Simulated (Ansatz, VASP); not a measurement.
Two plane-wave programs on Hf

The input INCAR:

```
PREC = Accurate
ENCUT = 520
EDIFF = 1E-8
ISMEAR = -1
SIGMA = 0.03
LREAL = F
LASPH = T
NELM = 100
ALGO = Normal
ISIF = 2
LWAVE = F
LCHARG = F
GGA = PS
LEFG = T
NBANDS = 11
```

Contents of KPOINTS:

```
Automatic mesh
0
Gamma
  16 16 16
```

File POSCAR:

```
Hf
1.0
    0.0000000000      2.2200000000      2.2200000000
    2.2200000000      0.0000000000      2.2200000000
    2.2200000000      2.2200000000      0.0000000000
Hf
1
Direct
    0.0000000000      0.0000000000      0.0000000000
```

Input for Ansatz:

```yaml
crystal:
  lattice:
    - [0.0, 2.22, 2.22]
    - [2.22, 0.0, 2.22]
    - [2.22, 2.22, 0.0]
  atoms:
    - { symbol: Hf, position: [0.0, 0.0, 0.0] }
kpoints:
  mp_grid: { grid: [16, 16, 16] }
  band_path:
    path:
      - [0.0, 0.0, 0.0]
      - [0.5, 0.0, 0.5]
      - [0.625, 0.25, 0.625]
      - [0.375, 0.375, 0.75]
      - [0.0, 0.0, 0.0]
      - [0.5, 0.5, 0.5]
      - [0.5, 0.25, 0.75]
      - [0.5, 0.0, 0.5]
    npoints: 14
scf:
  occupations: { method: fermi_dirac, width: 0.03 }
hamiltonian:
  xc: pbesol
  pseudopotentials: { kind: paw }
output:
  forces: true
  stress: true
  eigenvalues: true
  efg: { contact_densities: true }
  populations: true
  bader: true
  dos: { projected: true, de: 0.2, e_range: [-14, 8] }
  write_density: true
  write_potential: true
  elf: true
  volumetric_format: npy
```

Alike in both runs: task electric field gradients; functional PBEsol; k mesh 16 × 16 × 16; occupations fermi-dirac, width 0.03 eV; no spin polarisation.

```csv
,VASP,Ansatz
version,VASP 6.6.1,Ansatz 0.2.0
potentials or method,"VASP PAW PBE potentials, release 64 (Hf_pv)","PAW with Ansatz's default frozen-core files, scalar-relativistic"
plane-wave cutoff (eV),520,420
valence electrons in the cell,10,26
```

```tsv
	VASP	Ansatz	Ansatz less VASP
pressure (GPa)	-2.0	-1.6	+0.40
```

VASP's potentials were made for PBE, not for PBEsol. With one functional, cell and mesh, what is left measures potentials, basis and numerics. VASP's potentials hold 10 valence electrons a cell and Ansatz's 26, so a difference there can come from the potentials and not from the codes.

Spin-orbit coupling is off throughout.
